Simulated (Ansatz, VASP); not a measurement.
Ca3SbP in VASP and in Ansatz

```
CELL_PARAMETERS angstrom
5.25162 0.00000 0.00000
0.00000 5.25162 0.00000
0.00000 0.00000 5.25162
ATOMIC_POSITIONS crystal
Ca 0.99139 0.50000 0.50000
Ca 0.46572 0.00000 0.50000
Ca 0.46572 0.50000 0.00000
Sb 0.02633 0.00000 0.00000
P 0.49634 0.50000 0.50000
```

Change from the starting cell: mode 1 frozen in at -0.180 Å, equal normal strain along x, y and z +0.0000.

Alike in both runs: task single point; functional LDA; k mesh 6 × 6 × 6; occupations gaussian, width 0.05 eV; no spin polarisation.

```csv
,VASP,Ansatz
version,VASP 6.6.1,Ansatz 0.2.0
potentials or method,"VASP PAW LDA potentials, release 64 (Ca_sv, Sb, P), cutoff 520 eV","scalar-relativistic, plane waves, PAW"
valence electrons in the cell,40,50
```

Ansatz gave:

```
gap on the k mesh at the Fermi level (eV)                     : 0.68
least direct gap on the mesh (eV)                             : 0.68
pressure (GPa)                                                : 0.3
traceless stress, the component that is largest in VASP (GPa) : 0.51
rms of the force components (eV/Å)                            : 0.010
```

Question: What did VASP give for the same quantities?

Answer: gap on the k mesh at the Fermi level (eV): 0.67; least direct gap on the mesh (eV): 0.67; pressure (GPa): 0.5; traceless stress, the component that is largest in VASP (GPa): 0.51; rms of the force components (eV/Å): 0.010.

LDA's correlation is that of Perdew and Zunger in VASP and of Perdew and Wang (1992) in Ansatz. Atom by atom the forces differ by 0.003 eV/Å (rms over components). VASP's potentials hold 40 valence electrons a cell and Ansatz's 50, so a difference there can come from the potentials and not from the codes.

Spin-orbit coupling is off throughout.
